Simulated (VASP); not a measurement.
Wanted: the native input for a VASP 6.6.1 run.

```yaml
Task: electric field gradients
Functional: LDA
Potentials_or_basis: VASP PAW LDA potentials, release 64 (Ge_d)
Cutoff: 520 eV
k_mesh: 10 × 10 × 10
Occupations: fermi-dirac, width 0.05 eV
Spin: no spin polarisation
Dipole_correction: no
Further_INCAR_settings: ALGO = Normal; EDIFF = 1e-08; NBANDS = 21
```

The structure of Ge lies in POSCAR:

```
Ge
1.0
    0.0000000000      2.8659949267      2.8659949267
    2.8659949267      0.0000000000      2.8659949267
    2.8659949267      2.8659949267      0.0000000000
Ge
2
Direct
    0.5000000000      0.5000000000      0.5000000000
    0.7500000000      0.7500000000      0.7500000000
```

This cell differs from its parent crystal: volume scaled by 1.04.

The input as run:

INCAR

```
SYSTEM = Ge
ALGO = Normal ; EDIFF = 1E-8
ENCUT = 520 ; ISIF = 2
ISMEAR = -1 ; LASPH = .True.
LCHARG = .False. ; LEFG = .True.
LREAL = .False. ; LWAVE = .False.
NBANDS = 21 ; NELM = 80
PREC = Accurate ; SIGMA = 0.05
```

KPOINTS

```
k-points
0
Gamma
  10 10 10
  0 0 0
```

Potentials or basis: VASP PAW LDA potentials, release 64 (Ge_d).

The run is started by

```console
$ cat potpaw_LDA.64/Ge_d/POTCAR > POTCAR
$ mpirun -np 1 vasp_std > vasp.out
```

Results of the run:

The pressure is -3.5 GPa. The band gap on the k mesh is zero (band 14 reaches 4.35 eV, above the bottom of band 15 at 4.30 eV).

Caveat: without QUAD_EFG the Cq values of the log hold for a quadrupole moment of 1 mb, not for the nuclei.

It took 18 s on 1 thread of Intel(R) Xeon(R) 6975P-C (Granite Rapids), with other jobs on the host, peak memory 0.16 GiB.
